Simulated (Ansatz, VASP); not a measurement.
## Two plane-wave programs on InAs

```xyz
2
Lattice="0.0000 3.0967 3.0967 3.0967 0.0000 3.0967 3.0967 3.0967 0.0000" Properties=species:S:1:pos:R:3 pbc="T T T"
In    0.0000    0.0000    0.0000
As    1.5484    1.5484    1.5484
```

Alike in both runs: task relaxation of cell and atoms; functional PBE; k mesh 16 × 16 × 16; occupations gaussian, width 0.1 eV; no spin polarisation.

```csv
,VASP,Ansatz
version,VASP 6.6.1,Ansatz 0.2.0
potentials or method,"VASP PAW PBE potentials, release 64 (In_d, As), cutoff 600 eV","scalar-relativistic, plane waves, PAW"
valence electrons in the cell,18,28
```

|  | VASP | Ansatz | Ansatz less VASP |
| --- | --- | --- | --- |
| gap on the k mesh at the Fermi level, each at its own relaxed structure (eV) | none | none | - |
| relaxed volume (Å³/atom) | 29.62 | 29.60 | -0.022 |
| relaxed length of the cell vector where the two differ most in proportion (Å) | 4.375 | 4.374 | -0.0011 |

A gap of «none» marks a metal or a gap that the smearing closes. VASP's potentials hold 18 valence electrons a cell and Ansatz's 28, so a difference there can come from the potentials and not from the codes.
